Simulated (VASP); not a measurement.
LaC:

```
CELL_PARAMETERS angstrom
4.24615 0.00000 0.00000
-2.12308 3.67728 0.00000
0.00000 0.00000 5.87624
ATOMIC_POSITIONS crystal
La 0.66667 0.33333 0.06260
La 0.33333 0.66667 0.56260
C 0.66667 0.33333 0.56260
C 0.33333 0.66667 0.06260
```

Base run:

- Program: VASP 6.6.1
- Functional: r2SCAN
- Potentials or basis: VASP PAW PBE potentials, release 64 (La, C)
- Cutoff: 520 eV
- k mesh: 10 × 10 × 6
- Occupations: gaussian, width 0.05 eV
- Spin: no spin polarisation

Its results: band gap on the k mesh zero (bands 15 and 16 overlap by 1.94 eV); pressure -0.3 GPa.

**Question.** The run is repeated on the same cell with these changes: functional from r2SCAN to PBEsol. What comes out?

**Answer.** Band gap on the k mesh zero (bands 15 and 16 overlap by 1.78 eV); pressure -2.8 GPa.

Caveats: the PAW data sets were made with another functional, which shifts forces and pressure a little; spin-orbit coupling is left out, which moves the levels of the heavy elements.
